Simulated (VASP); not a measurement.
# Sn: single point with r2SCAN+rVV10

The system is Sn.

```
Sn
1.0
    -1.69606    1.69615    2.33382
     1.69606   -1.69615    2.33382
     1.69606    1.69615   -2.33382
Sn
1
Direct
  0.00000 0.00000 0.00000
```

```
Program                : VASP 6.6.1
Task                   : single point
Functional             : r2SCAN
Dispersion             : rVV10
Potentials or basis    : VASP PAW PBE potentials, release 64 (Sn_d)
Cutoff                 : 520 eV
k mesh                 : 11 × 11 × 11
Occupations            : fermi-dirac, width 0.05 eV
Spin                   : no spin polarisation
Dipole correction      : no
Further INCAR settings : ALGO = Normal; EDIFF = 1e-06; NBANDS = 13
```

* Pressure: 0.1 GPa
* Band gap on the k mesh: zero (bands 7 and 8 overlap by 10.26 eV)

Levels at points of the mesh, in eV from the Fermi level:
| k point | band 5 | band 6 | band 7 | band 8 | band 9 | band 10 |
| --- | --- | --- | --- | --- | --- | --- |
| (0.00, 0.00, 0.00) | -22.13 | -11.81 | 8.27 | 8.33 | 8.33 | 11.28 |

Run time: 5 min on 1 thread of AMD EPYC 7R13 Processor (Zen 3) (shared host), peak memory 0.28 GiB.

Caveat: the PAW data sets were made with another functional, which shifts forces and pressure a little; spin-orbit coupling is left out, which moves the levels of the heavy elements.
